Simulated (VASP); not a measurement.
# Sn4Ge3 (Cmmm) in VASP: single point with PBE

Aim: the single point of Sn4Ge3 with PBE.

Everything below comes from runs of VASP 6.6.1. Logs are shortened: lines on timing, memory, paths and dates and some standing lists are left out, and cuts for length are marked.

### 1 The cell of the first run

Symmetry: Cmmm, No. 65, orthorhombic system. Conventional cell: a = 7.991 Å, b = 11.247 Å, c = 4.104 Å, α = 90.00°, β = 90.00°, γ = 90.00°. Sn (site symmetry 2mm) has 4 Ge at 2.81 to 2.89 Å within 3.7 Å. Within 3.8 Å of Sn (site symmetry m2m) lie 5 Ge at 2.87 to 2.90 Å. Ge (site symmetry 2/m) has 6 Sn at 2.81 to 2.87 Å within 3.7 Å. Ge (site symmetry mmm) has 6 Sn at 2.89 to 2.90 Å within 3.8 Å.

### 2 Single point, PBE

Input file INCAR:

```
SYSTEM = Sn4Ge3
  ALGO = Fast
  EDIFF = 1E-6
  ENCUT = 520
  GGA = PE
  ISIF = 2
  ISMEAR = 0
  LASPH = .True.
  LCHARG = .False.
  LREAL = .False.
  LWAVE = .False.
  NBANDS = 58
  NELM = 60
  PREC = Accurate
  SIGMA = 0.2
```

Input file KPOINTS:

```
k-points
0
Gamma
  3 3 4
  0 0 0
```

Input file POSCAR:

```
Sn4Ge3
1.0
    3.9956080280     -5.6233798759      0.0000000000
    3.9956080280      5.6233798759      0.0000000000
    0.0000000000      0.0000000000      4.1037186527
Sn Ge
4 3
Direct
    0.2547232479      0.2547232479      0.5000000000
    0.7452767521      0.7452767521      0.5000000000
    0.7422504617      0.2577495383      0.0000000000
    0.2577495383      0.7422504617      0.0000000000
    0.5000000000      0.0000000000      0.5000000000
    0.0000000000      0.5000000000      0.5000000000
    0.0000000000      0.0000000000      0.0000000000
```

Potentials or basis: VASP PAW PBE potentials, release 64 (Sn_d, Ge_d).

Started as:

```sh
> cat potpaw_PBE.64/Sn_d/POTCAR potpaw_PBE.64/Ge_d/POTCAR > POTCAR
> mpirun -np 1 vasp_std > vasp.out
```

OUTCAR:

```text
SYSTEM = Sn4Ge3
   EDIFF = 1E-6
   ENCUT = 520
   GGA = PE
   ISIF = 2
   ISMEAR = 0
   LASPH = .True.
   LREAL = .False.
   NELM = 60
   PREC = Accurate

 ion  position               nearest neighbor table
   1  0.255  0.255  0.500-   5 2.81   6 2.81   7 2.89   7 2.89
   2  0.745  0.745  0.500-   5 2.81   6 2.81   7 2.89   7 2.89
   3  0.742  0.258  0.000-   5 2.87   6 2.87   5 2.87   6 2.87   7 2.90
   4  0.258  0.742  0.000-   5 2.87   6 2.87   5 2.87   6 2.87   7 2.90
   5  0.500  0.000  0.500-   1 2.81   2 2.81   3 2.87   4 2.87   3 2.87   4 2.87
   6  0.000  0.500  0.500-   1 2.81   2 2.81   3 2.87   4 2.87   3 2.87   4 2.87
   7  0.000  0.000  0.000-   1 2.89   2 2.89   1 2.89   2 2.89   3 2.90   4 2.90

  LATTYP: Found a base centered orthorhombic cell.
 ALAT       =     7.9912160560
 B/A-ratio  =     1.4073902736
 C/A-ratio  =     0.5135286825

  Lattice vectors:

 A1 = (   3.9956080280,  -5.6233798759,   0.0000000000)
 A2 = (   3.9956080280,   5.6233798759,   0.0000000000)
 A3 = (   0.0000000000,   0.0000000000,   4.1037186527)

Analysis of symmetry for initial positions (statically):
=====================================================================
 Subroutine PRICEL returns:
 Original cell was already a primitive cell.

 Routine SETGRP: Setting up the symmetry group for a
 base centered orthorhombic supercell.

 Subroutine GETGRP returns: Found  8 space group operations
 (whereof  8 operations were pure point group operations)
 out of a pool of  8 trial point group operations.

The static configuration has the point symmetry D_2h.

Analysis of symmetry for dynamics (positions and initial velocities):
=====================================================================
 Subroutine PRICEL returns:
 Original cell was already a primitive cell.

 Routine SETGRP: Setting up the symmetry group for a
 base centered orthorhombic supercell.

 Subroutine GETGRP returns: Found  8 space group operations
 (whereof  8 operations were pure point group operations)
 out of a pool of  8 trial point group operations.

The dynamic configuration has the point symmetry D_2h.

 Subroutine INISYM returns: Found  8 space group operations
 (whereof  8 operations are pure point group operations),
 and found     1 'primitive' translations

----------------------------------------------------------------------------------------

                                     Primitive cell

  volume of cell :     184.4114

  direct lattice vectors                    reciprocal lattice vectors
     3.995608028 -5.623379876  0.000000000     0.125137400 -0.088914498  0.000000000
     3.995608028  5.623379876  0.000000000     0.125137400  0.088914498  0.000000000
     0.000000000  0.000000000  4.103718653     0.000000000  0.000000000  0.243681423

  length of vectors
     6.898353770  6.898353770  4.103718653     0.153509468  0.153509468  0.243681423

  position of ions in fractional coordinates (direct lattice)
     0.254723248  0.254723248  0.500000000
     0.745276752  0.745276752  0.500000000
     0.742250462  0.257749538  0.000000000
     0.257749538  0.742250462  0.000000000
     0.500000000  0.000000000  0.500000000
     0.000000000  0.500000000  0.500000000
     0.000000000  0.000000000  0.000000000

  ion indices of the primitive-cell ions
   primitive index   ion index
                 1           1
                 2           2
                 3           3
                 4           4
                 5           5
                 6           6
                 7           7

----------------------------------------------------------------------------------------

 KPOINTS: k-points

Automatic generation of k-mesh.
 Grid dimensions read from file:
 generate k-points for:    3    3    4

 Generating k-lattice:

  Cartesian coordinates                     Fractional coordinates (reciprocal lattice)
     0.041712467 -0.029638166  0.000000000     0.333333333  0.000000000  0.000000000
     0.041712467  0.029638166  0.000000000     0.000000000  0.333333333  0.000000000
     0.000000000  0.000000000  0.060920356     0.000000000  0.000000000  0.250000000

  Length of vectors
     0.051169823  0.051169823  0.060920356

  Shift w.r.t. Gamma in fractional coordinates (k-lattice)
     0.000000000  0.000000000  0.000000000

 Subroutine IBZKPT returns following result:
 ===========================================

 Found     12 irreducible k-points:

 Following reciprocal coordinates:
            Coordinates               Weight
  0.000000  0.000000  0.000000      1.000000
  0.333333  0.000000  0.000000      4.000000
  0.333333  0.333333  0.000000      2.000000
 -0.333333  0.333333  0.000000      2.000000
  0.000000  0.000000  0.250000      2.000000
  0.333333  0.000000  0.250000      8.000000
  0.333333  0.333333  0.250000      4.000000
 -0.333333  0.333333  0.250000      4.000000
  0.000000  0.000000  0.500000      1.000000
  0.333333  0.000000  0.500000      4.000000
  0.333333  0.333333  0.500000      2.000000
 -0.333333  0.333333  0.500000      2.000000
   k-points           NKPTS =     12   k-points in BZ     NKDIM =     12   number of bands    NBANDS=     58
   number of dos      NEDOS =    301   number of ions     NIONS =      7
   total plane-waves  NPLWV =  93312
   dimension x,y,z NGX =    54 NGY =   54 NGZ =   32
   dimension x,y,z NGXF=   108 NGYF=  108 NGZF=   64
   ions per type =               4   3
   NGX,Y,Z   is equivalent  to a cutoff of  13.01, 13.01, 12.96 a.u.
   NGXF,Y,Z  is equivalent  to a cutoff of  26.03, 26.03, 25.93 a.u.
 SYSTEM =  Sn4Ge3
   PREC   = accura    normal or accurate (medium, high low for compatibility)
   ISTART =      0    job   : 0-new  1-cont  2-samecut
   ICHARG =      2    charge: 1-file 2-atom 10-const
   ISPIN  =      1    spin polarized calculation?
   LNONCOLLINEAR =      F non collinear calculations
   LSORBIT =      F    spin-orbit coupling
   LASPH  =      T    aspherical Exc in radial PAW
   ENCUT  =  520.0 eV  38.22 Ry    6.18 a.u.  12.83 12.83  7.63*2*pi/ulx,y,z
   NELM   =     60;   NELMIN=  2; NELMDL= -5     # of ELM steps
   EDIFF  = 0.1E-05   stopping-criterion for ELM
   LREAL  =      F    real-space projection
   EDIFFG = 0.1E-04   stopping-criterion for IOM
   NSW    =      0    number of steps for IOM
   IBRION =     -1    ionic relax: 0-MD 1-quasi-New 2-CG
   NFREE  =      0    steps in history (QN), initial steepest desc. (CG)
   ISIF   =      2    stress and relaxation
   ISYM   =      2    0-nonsym 1-usesym 2-fastsym
   POTIM  = 0.5000    time-step for ionic-motion
   TEBEG  =    0.0;   TEEND  =   0.0 temperature during run
   PSTRESS=    0.0 pullay stress
   NELECT =      98.0000    total number of electrons
   NUPDOWN=      -1.0000    fix difference up-down
   EMIN   =  10.00;   EMAX   =-10.00  energy-range for DOS
   EFERMI =   0.00;   METHOD = LEGACY
   ISMEAR =     0;   SIGMA  =   0.20  broadening in eV -4-tet -1-fermi 0-gaus
   EFERMI_NEDOS =   21; number of points for ismear=-14 and -15
   IALGO  =     68    algorithm
   IMIX   =      4    mixing-type and parameters
     AMIX     =   0.40;   BMIX     =  1.00
     AMIX_MAG =   1.60;   BMIX_MAG =  1.00
  volume/ion in A,a.u.               =      26.34       177.78
  Fermi-wavevector in a.u.,A,eV,Ry     =   1.326033  2.505838 23.923977  1.758363
  Thomas-Fermi vector in A             =   2.455450
   LORBIT       =      0    0 simple, 1 ext, 2 COOP (PROOUT), +10 PAW based schemes
   GGA     = PE    functional components
   LHFCALC =     F    Hartree Fock is set to
   AEXX    =    0.0000 exact exchange contribution
   IVDW    =     0    specifies the selected vdW correction
   LEPSILON=     F    determine dielectric tensor
   LRPA    =     F    only Hartree local field effects (RPA)
 non-spin polarized calculation
 RMM-DIIS sequential band-by-band and
 Gauss-broadening in eV      SIGMA  =   0.20
  energy-cutoff  :      520.00
  volume of cell :      184.41
 maximum number of plane-waves:      5001
 NGX is ok and might be reduce to    54
   NGX = 25   NGY = 25   NGZ = 15

 number of electron      98.0000020 magnetization

 Free energy of the ion-electron system (eV)
  ---------------------------------------------------
  ext. energy  EPLUGINS =         0.00000000
  ---------------------------------------------------
  free energy    TOTEN  =       -27.52207857 eV

  energy without entropy =      -27.46948828  energy(sigma->0) =      -27.49578343

 E-fermi :   6.1801     XC(G=0): -10.0126

 val. band max:        6.1800743452   @ k =   0.3333   0.3333   0.0000
 cond. band min:       6.1833753213   @ k =   0.3333   0.3333   0.2500
 fundamental gap:      0.0033009761
 Fermi energy:         6.1801036190

 k-point     1 :       0.0000    0.0000    0.0000
  band No.  band energies     occupation
      1     -18.2776      2.00000
      2     -18.2673      2.00000
      3     -18.2548      2.00000
      4     -18.2493      2.00000
      5     -18.2412      2.00000
      6     -18.2402      2.00000
[... 50 lines left out ...]
     57       8.7717      0.00000
     58       9.6330      0.00000

 k-point     2 :       0.3333    0.0000    0.0000
  band No.  band energies     occupation
      1     -18.2750      2.00000
      2     -18.2699      2.00000
      3     -18.2531      2.00000
      4     -18.2503      2.00000
      5     -18.2411      2.00000
      6     -18.2404      2.00000
[... 50 lines left out ...]
     57      10.4599      0.00000
     58      10.9225      0.00000

 k-point     3 :       0.3333    0.3333    0.0000
  band No.  band energies     occupation
      1     -18.2754      2.00000
      2     -18.2695      2.00000
      3     -18.2533      2.00000
      4     -18.2500      2.00000
      5     -18.2415      2.00000
      6     -18.2401      2.00000
[... 50 lines left out ...]
     57      10.2303      0.00000
     58      11.4418      0.00000

 k-point     4 :      -0.3333    0.3333    0.0000
  band No.  band energies     occupation
      1     -18.2728      2.00000
      2     -18.2721      2.00000
      3     -18.2549      2.00000
      4     -18.2490      2.00000
      5     -18.2416      2.00000
      6     -18.2406      2.00000
[... 50 lines left out ...]
     57      10.0432      0.00000
     58      10.4355      0.00000

 k-point     5 :       0.0000    0.0000    0.2500
  band No.  band energies     occupation
      1     -18.2759      2.00000
      2     -18.2678      2.00000
      3     -18.2515      2.00000
      4     -18.2513      2.00000
      5     -18.2412      2.00000
      6     -18.2409      2.00000
[... 50 lines left out ...]
     57      10.6366      0.00000
     58      10.6685      0.00000

 k-point     6 :       0.3333    0.0000    0.2500
  band No.  band energies     occupation
      1     -18.2739      2.00000
      2     -18.2699      2.00000
      3     -18.2513      2.00000
      4     -18.2512      2.00000
      5     -18.2412      2.00000
      6     -18.2410      2.00000
[... 50 lines left out ...]
     57      10.8035      0.00000
     58      11.3474      0.00000

 k-point     7 :       0.3333    0.3333    0.2500
  band No.  band energies     occupation
      1     -18.2755      2.00000
      2     -18.2684      2.00000
      3     -18.2516      2.00000
      4     -18.2510      2.00000
      5     -18.2415      2.00000
      6     -18.2408      2.00000
[... 50 lines left out ...]
     57      10.4808      0.00000
     58      10.5144      0.00000

 k-point     8 :      -0.3333    0.3333    0.2500
  band No.  band energies     occupation
      1     -18.2733      2.00000
      2     -18.2702      2.00000
      3     -18.2517      2.00000
      4     -18.2510      2.00000
      5     -18.2413      2.00000
      6     -18.2408      2.00000
[... 50 lines left out ...]
     57      11.0228      0.00000
     58      11.6081      0.00000

 k-point     9 :       0.0000    0.0000    0.5000
  band No.  band energies     occupation
      1     -18.2741      2.00000
      2     -18.2683      2.00000
      3     -18.2536      2.00000
      4     -18.2493      2.00000
      5     -18.2424      2.00000
      6     -18.2397      2.00000
[... 50 lines left out ...]
     57      10.5471      0.00000
     58      11.2968      0.00000

 k-point    10 :       0.3333    0.0000    0.5000
  band No.  band energies     occupation
      1     -18.2726      2.00000
      2     -18.2697      2.00000
      3     -18.2524      2.00000
      4     -18.2502      2.00000
      5     -18.2419      2.00000
      6     -18.2404      2.00000
[... 50 lines left out ...]
     57      11.3810      0.00000
     58      11.5087      0.00000

 k-point    11 :       0.3333    0.3333    0.5000
  band No.  band energies     occupation
      1     -18.2753      2.00000
      2     -18.2670      2.00000
      3     -18.2521      2.00000
      4     -18.2506      2.00000
      5     -18.2414      2.00000
      6     -18.2408      2.00000
[... 50 lines left out ...]
     57      10.3892      0.00000
     58      11.0479      0.00000

 k-point    12 :      -0.3333    0.3333    0.5000
  band No.  band energies     occupation
      1     -18.2739      2.00000
      2     -18.2685      2.00000
      3     -18.2534      2.00000
      4     -18.2498      2.00000
      5     -18.2420      2.00000
      6     -18.2403      2.00000
[... 50 lines left out ...]
     57      10.0845      0.00000
     58      10.8777      0.00000

------------------------ aborting loop because EDIFF is reached ----------------------------------------

  FORCE on cell =-STRESS in cart. coord.  units (eV):
  Direction    XX          YY          ZZ          XY          YZ          ZX
  --------------------------------------------------------------------------------------
  -------------------------------------------------------------------------------------
  Total        0.0300858      0.3896749      0.2383470     -0.0000000      0.0000000      0.0000000
  in kB        0.2613875      3.3855180      2.0707723     -0.0000000      0.0000000      0.0000000
  external PRESSURE =       1.9058926 kB  Pullay stress =       0.0000000 kB

 VOLUME and BASIS-vectors are now :
 -----------------------------------------------------------------------------
  energy-cutoff  :      520.00
  volume of cell :      184.41
      direct lattice vectors                 reciprocal lattice vectors
     3.995608028 -5.623379876  0.000000000     0.125137400 -0.088914498  0.000000000
     3.995608028  5.623379876  0.000000000     0.125137400  0.088914498  0.000000000
     0.000000000  0.000000000  4.103718653     0.000000000  0.000000000  0.243681423

 POSITION                                       TOTAL-FORCE (eV/Angst)
 -----------------------------------------------------------------------------------
      2.03555      0.00000      2.05186        -0.025132     -0.000000     -0.000000
      5.95567      0.00000      2.05186         0.025132     -0.000000      0.000000
      3.99561     -2.72453      0.00000        -0.000000     -0.033591      0.000000
      3.99561      2.72453      0.00000        -0.000000      0.033591      0.000000
      1.99780     -2.81169      2.05186        -0.000000      0.000000      0.000000
      1.99780      2.81169      2.05186        -0.000000     -0.000000      0.000000
      0.00000      0.00000      0.00000        -0.000000     -0.000000      0.000000
 -----------------------------------------------------------------------------------
    total drift:                                0.000000      0.000000     -0.000000

  FREE ENERGIE OF THE ION-ELECTRON SYSTEM (eV)
  ---------------------------------------------------
  free  energy   TOTEN  =       -27.5220785706 eV

  energy  without entropy=      -27.4694882797  energy(sigma->0) =      -27.49578343
```

Run time: 3.4 min. Hardware: 1 thread of Intel Xeon Platinum 8259CL at 2.50GHz (Skylake/Cascade Lake), shared host; peak memory 0.34 GiB.

Results:

* Free energy: -27.5221 eV
* Pressure: 0.2 GPa
* Largest force: 0.034 eV/Å
* Band gap on the k mesh: zero (band 49 reaches 7.08 eV, above the bottom of band 50 at 5.43 eV)

Forces on the atoms (eV/Å):
```
Sn  -0.025  0.000  0.000
Sn   0.025  0.000  0.000
Sn   0.000 -0.034  0.000
Sn   0.000  0.034  0.000
Ge   0.000  0.000  0.000
Ge   0.000  0.000  0.000
Ge   0.000  0.000  0.000
```

Stress tensor (GPa, compression positive):
```
0.03 0.00 0.00
0.00 0.34 0.00
0.00 0.00 0.21
```

Levels at points of the mesh, in eV from the Fermi level:
```tsv
k point	band 45	band 46	band 47	band 48	band 49	band 50	band 51	band 52	band 53	band 54
(0.00, 0.00, 0.00)	-1.68	0.46	0.64	0.89	0.90	0.97	1.70	1.76	2.04	2.48
(0.00, 0.00, 0.50)	-3.08	-2.97	-2.62	-1.80	-0.86	0.47	1.69	1.90	2.24	2.78
```

Caveat: the k points lie up to 0.38 Å⁻¹ apart; spin-orbit coupling is left out, which moves the levels of the heavy elements.
